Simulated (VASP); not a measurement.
# Hf (I4/mmm) in VASP: a series of runs

Runs on Hf. Level: PBE. Tasks: single point.

All numbers are computed with VASP 6.6.1; they aren't measurements. Logs are shortened: lines on timing, memory, paths and dates and some standing lists are left out, and cuts for length are marked.

## 1. The cell of the first run

The structure is tetragonal, space group I4/mmm (No. 139). The conventional cell has a = 3.014 Å, b = 3.014 Å, c = 4.795 Å, α = 90.00°, β = 90.00°, γ = 90.00°. Hf (site symmetry 4/mmm) has 12 Hf at 3.01 to 3.21 Å within 4.0 Å.

## 2. Single point, PBE (strain -0.040 along x and y, +0.080 along z)

INCAR reads:

```
PREC = Accurate
ENCUT = 520
EDIFF = 1E-6
ISMEAR = 0
SIGMA = 0.15
LREAL = False
LASPH = True
NELM = 100
ALGO = Fast
ISIF = 2
LWAVE = False
LCHARG = False
GGA = PE
NBANDS = 11
```

KPOINTS reads:

```
Automatic mesh
0
Gamma
  18 18 18
```

POSCAR reads:

```
Hf
1.0
    0.0000000000      2.1312000000      2.3976000000
    2.1312000000      0.0000000000      2.3976000000
    2.1312000000      2.1312000000      0.0000000000
Hf
1
Direct
    0.0000000000      0.0000000000      0.0000000000
```

Potentials or basis: VASP PAW PBE potentials, release 64 (Hf_pv).

On the command line:

```
$ cat potpaw_PBE.64/Hf_pv/POTCAR > POTCAR
$ mpirun -np 1 vasp_std > vasp.out
```

OUTCAR:

```text
PREC = Accurate
   ENCUT = 520
   EDIFF = 1E-6
   ISMEAR = 0
   LREAL = False
   LASPH = True
   NELM = 100
   ISIF = 2
   GGA = PE

 ion  position               nearest neighbor table
   1  0.000  0.000  0.000-

  LATTYP: Found a body centered tetragonal cell.
 ALAT       =     3.0139719441
 C/A-ratio  =     1.5909902577

  Lattice vectors:

 A1 = (  -2.1312000000,   0.0000000000,   2.3976000000)
 A2 = (   2.1312000000,   0.0000000000,   2.3976000000)
 A3 = (   0.0000000000,   2.1312000000,  -2.3976000000)

Analysis of symmetry for initial positions (statically):
=====================================================================
 Subroutine PRICEL returns:
 Original cell was already a primitive cell.

 Routine SETGRP: Setting up the symmetry group for a
 body centered tetragonal supercell.

 Subroutine GETGRP returns: Found 16 space group operations
 (whereof 16 operations were pure point group operations)
 out of a pool of 16 trial point group operations.

The static configuration has the point symmetry D_4h.

Analysis of symmetry for dynamics (positions and initial velocities):
=====================================================================
 Subroutine PRICEL returns:
 Original cell was already a primitive cell.

 Routine SETGRP: Setting up the symmetry group for a
 body centered tetragonal supercell.

 Subroutine GETGRP returns: Found 16 space group operations
 (whereof 16 operations were pure point group operations)
 out of a pool of 16 trial point group operations.

The dynamic configuration has the point symmetry D_4h.

 Subroutine INISYM returns: Found 16 space group operations
 (whereof 16 operations are pure point group operations),
 and found     1 'primitive' translations

----------------------------------------------------------------------------------------

                                     Primitive cell

  volume of cell :      21.7799

  direct lattice vectors                    reciprocal lattice vectors
     0.000000000  2.131200000  2.397600000    -0.234609610  0.234609610  0.208541875
     2.131200000  0.000000000  2.397600000     0.234609610 -0.234609610  0.208541875
     2.131200000  2.131200000  0.000000000     0.234609610  0.234609610 -0.208541875

  length of vectors
     3.207880796  3.207880796  3.013971944     0.391883977  0.391883977  0.391883977

  position of ions in fractional coordinates (direct lattice)
     0.000000000  0.000000000  0.000000000

  ion indices of the primitive-cell ions
   primitive index   ion index
                 1           1

----------------------------------------------------------------------------------------

 KPOINTS: Automatic mesh

Automatic generation of k-mesh.
 Grid dimensions read from file:
 generate k-points for:   18   18   18

 Generating k-lattice:

  Cartesian coordinates                     Fractional coordinates (reciprocal lattice)
    -0.013033867  0.013033867  0.011585660     0.055555556  0.000000000  0.000000000
     0.013033867 -0.013033867  0.011585660     0.000000000  0.055555556  0.000000000
     0.013033867  0.013033867 -0.011585660     0.000000000  0.000000000  0.055555556

  Length of vectors
     0.021771332  0.021771332  0.021771332

  Shift w.r.t. Gamma in fractional coordinates (k-lattice)
     0.000000000  0.000000000  0.000000000

 Subroutine IBZKPT returns following result:
 ===========================================

 Found    480 irreducible k-points:

 Following reciprocal coordinates:
            Coordinates               Weight
  0.000000  0.000000  0.000000      1.000000
  0.055556  0.000000  0.000000      8.000000
  0.111111  0.000000  0.000000      8.000000
  0.166667  0.000000  0.000000      8.000000
  0.222222  0.000000  0.000000      8.000000
  0.277778  0.000000  0.000000      8.000000
[... 16 lines left out ...]
 -0.277778  0.055556  0.000000      8.000000
 -0.222222  0.055556  0.000000      8.000000
 [... further k-points ...]
   k-points           NKPTS =    480   k-points in BZ     NKDIM =    480   number of bands    NBANDS=     11
   number of dos      NEDOS =    301   number of ions     NIONS =      1
   total plane-waves  NPLWV =  13824
   dimension x,y,z NGX =    24 NGY =   24 NGZ =   24
   dimension x,y,z NGXF=    48 NGYF=   48 NGZF=   48
   ions per type =               1
   NGX,Y,Z   is equivalent  to a cutoff of  12.44, 12.44, 13.24 a.u.
   NGXF,Y,Z  is equivalent  to a cutoff of  24.88, 24.88, 26.48 a.u.
 SYSTEM =  unknown system
   PREC   = accura    normal or accurate (medium, high low for compatibility)
   ISTART =      0    job   : 0-new  1-cont  2-samecut
   ICHARG =      2    charge: 1-file 2-atom 10-const
   ISPIN  =      1    spin polarized calculation?
   LNONCOLLINEAR =      F non collinear calculations
   LSORBIT =      F    spin-orbit coupling
   LASPH  =      T    aspherical Exc in radial PAW
   ENCUT  =  520.0 eV  38.22 Ry    6.18 a.u.   5.96  5.96  5.60*2*pi/ulx,y,z
   NELM   =    100;   NELMIN=  2; NELMDL= -5     # of ELM steps
   EDIFF  = 0.1E-05   stopping-criterion for ELM
   LREAL  =      F    real-space projection
[... 7 lines left out ...]
   TEBEG  =    0.0;   TEEND  =   0.0 temperature during run
   PSTRESS=    0.0 pullay stress
   NELECT =      10.0000    total number of electrons
   NUPDOWN=      -1.0000    fix difference up-down
   EMIN   =  10.00;   EMAX   =-10.00  energy-range for DOS
   EFERMI =   0.00;   METHOD = LEGACY
   ISMEAR =     0;   SIGMA  =   0.15  broadening in eV -4-tet -1-fermi 0-gaus
   EFERMI_NEDOS =   21; number of points for ismear=-14 and -15
   IALGO  =     68    algorithm
   IMIX   =      4    mixing-type and parameters
     AMIX     =   0.40;   BMIX     =  1.00
     AMIX_MAG =   1.60;   BMIX_MAG =  1.00
  volume/ion in A,a.u.               =      21.78       146.98
  Fermi-wavevector in a.u.,A,eV,Ry     =   1.262961  2.386649 21.702236  1.595069
  Thomas-Fermi vector in A             =   2.396342
   LORBIT       =      0    0 simple, 1 ext, 2 COOP (PROOUT), +10 PAW based schemes
   GGA     = PE    functional components
   LHFCALC =     F    Hartree Fock is set to
   AEXX    =    0.0000 exact exchange contribution
   IVDW    =     0    specifies the selected vdW correction
   LEPSILON=     F    determine dielectric tensor
   LRPA    =     F    only Hartree local field effects (RPA)
 non-spin polarized calculation
 RMM-DIIS sequential band-by-band and
 Gauss-broadening in eV      SIGMA  =   0.15
  energy-cutoff  :      520.00
  volume of cell :       21.78
 maximum number of plane-waves:       628
   NGX = 11   NGY = 11   NGZ = 11

 number of electron      10.0000001 magnetization

 Free energy of the ion-electron system (eV)
  ---------------------------------------------------
  ext. energy  EPLUGINS =         0.00000000
  ---------------------------------------------------
  free energy    TOTEN  =        -9.81936130 eV

  energy without entropy =       -9.80012636  energy(sigma->0) =       -9.80974383

 E-fermi :   4.8805     XC(G=0): -11.4073

 val. band max:        4.8721422367   @ k =   0.3333   0.0556   0.0000
 cond. band min:       4.8838725138   @ k =   0.4444   0.2778   0.1667
 fundamental gap:      0.0117302771
 Fermi energy:         4.8804677169

 k-point     1 :       0.0000    0.0000    0.0000
  band No.  band energies     occupation
      1     -25.0146      2.00000
      2     -24.9884      2.00000
      3     -24.9884      2.00000
      4      -2.3669      2.00000
      5       5.4481      0.00000
      6       6.9208      0.00000
      7       6.9208      0.00000
      8       8.0017      0.00000
      9      10.2190      0.00000
     10      16.5277      0.00000
     11      18.9210      0.00000

 k-point     2 :       0.0556    0.0000    0.0000
  band No.  band energies     occupation
      1     -25.0300      2.00000
      2     -25.0081      2.00000
      3     -24.9898      2.00000
      4      -2.2543      2.00000
      5       5.4728      0.00000
      6       6.8172      0.00000
      7       6.9763      0.00000
      8       7.9804      0.00000
      9      10.1244      0.00000
     10      16.7813      0.00000
     11      19.0325      0.00000

 k-point     3 :       0.1111    0.0000    0.0000
  band No.  band energies     occupation
      1     -25.1095      2.00000
      2     -25.0292      2.00000
      3     -24.9938      2.00000
      4      -1.9265      2.00000
      5       5.5022      0.00000
      6       6.5583      0.00000
      7       7.1296      0.00000
      8       7.9796      0.00000
      9       9.8838      0.00000
     10      17.4232      0.00000
     11      19.0507      0.00000

 k-point     4 :       0.1667    0.0000    0.0000
  band No.  band energies     occupation
      1     -25.2368      2.00000
      2     -25.0534      2.00000
      3     -24.9999      2.00000
      4      -1.4140      2.00000
      5       5.4173      0.00000
      6       6.2838      0.00000
      7       7.3307      0.00000
      8       8.1323      0.00000
      9       9.6133      0.00000
     10      17.7275      0.00000
     11      18.9877      0.00000
[... 239 lines left out ...]
 k-point    22 :      -0.3333    0.0556    0.0000
  band No.  band energies     occupation
      1     -25.7634      2.00000
      2     -25.1648      2.00000
      3     -25.0179      2.00000
      4       0.8387      2.00000
      5       4.8411      1.28961
      6       5.6813      0.00000
      7       7.2107      0.00000
      8       9.8907      0.00000
      9      10.7585      0.00000
     10      15.4207      0.00000
     11      18.2177      0.00000

 k-point    23 :      -0.2778    0.0556    0.0000
  band No.  band energies     occupation
      1     -25.6362      2.00000
      2     -25.1367      2.00000
      3     -25.0086      2.00000
      4       0.2852      2.00000
      5       4.7985      1.56057
      6       5.8742      0.00000
      7       7.4179      0.00000
      8       9.3755      0.00000
      9       9.9294      0.00000
     10      15.9614      0.00000
     11      19.1744      0.00000

 k-point    24 :      -0.2222    0.0556    0.0000
  band No.  band energies     occupation
      1     -25.4866      2.00000
      2     -25.1053      2.00000
      3     -25.0000      2.00000
      4      -0.3920      2.00000
      5       5.0147      0.20580
      6       6.0207      0.00000
      7       7.5466      0.00000
      8       9.0685      0.00000
      9       9.1712      0.00000
     10      16.6697      0.00000
     11      19.3612      0.00000

 [... further k-points ...]
[... 5 lines left out ...]
  --------------------------------------------------------------------------------------
  -------------------------------------------------------------------------------------
  Total        0.7182770      0.7182770     -0.1339017      0.0000000      0.0000000     -0.0000000
  in kB       52.8381289     52.8381289     -9.8501195      0.0000000      0.0000000     -0.0000000
  external PRESSURE =      31.9420461 kB  Pullay stress =       0.0000000 kB

 VOLUME and BASIS-vectors are now :
 -----------------------------------------------------------------------------
  energy-cutoff  :      520.00
  volume of cell :       21.78
      direct lattice vectors                 reciprocal lattice vectors
     0.000000000  2.131200000  2.397600000    -0.234609610  0.234609610  0.208541875
     2.131200000  0.000000000  2.397600000     0.234609610 -0.234609610  0.208541875
     2.131200000  2.131200000  0.000000000     0.234609610  0.234609610 -0.208541875

 POSITION                                       TOTAL-FORCE (eV/Angst)
 -----------------------------------------------------------------------------------
      0.00000      0.00000      0.00000         0.000000     -0.000000      0.000000
 -----------------------------------------------------------------------------------
    total drift:                               -0.000000      0.000000      0.000000

  FREE ENERGIE OF THE ION-ELECTRON SYSTEM (eV)
  ---------------------------------------------------
  free  energy   TOTEN  =        -9.8193612952 eV

  energy  without entropy=       -9.8001263587  energy(sigma->0) =       -9.80974383
```

It took 43 s on 1 thread of Intel Xeon Platinum 8559C (Emerald Rapids), shared host; peak memory 0.23 GiB.

What came out:

```
Free energy            : -9.8194 eV
Pressure               : 3.2 GPa
Band gap on the k mesh : zero (band 5 reaches 5.93 eV, above the bottom of band 6 at 4.18 eV)
```

Levels at points of the mesh, in eV from the Fermi level:
| k point | band 2 | band 3 | band 4 | band 5 | band 6 | band 7 | band 8 | band 9 |
| --- | --- | --- | --- | --- | --- | --- | --- | --- |
| (0.00, 0.00, 0.00) | -29.87 | -29.87 | -7.25 | 0.57 | 2.04 | 2.04 | 3.12 | 5.34 |
| (0.50, 0.00, 0.00) | -30.06 | -29.91 | -3.64 | 0.52 | 0.75 | 2.01 | 6.16 | 6.79 |
| (0.50, 0.50, 0.00) | -30.08 | -30.08 | -3.51 | -2.01 | 1.53 | 6.74 | 7.10 | 7.10 |
| (0.50, 0.00, 0.50) | -30.38 | -30.13 | -3.25 | -2.17 | 3.39 | 6.12 | 6.23 | 8.00 |

Caveat: the cell differs from its parent crystal (strain -0.040 along x and y, +0.080 along z); spin-orbit coupling is left out, which moves the levels of the heavy elements.

[end of part 1 of 2]
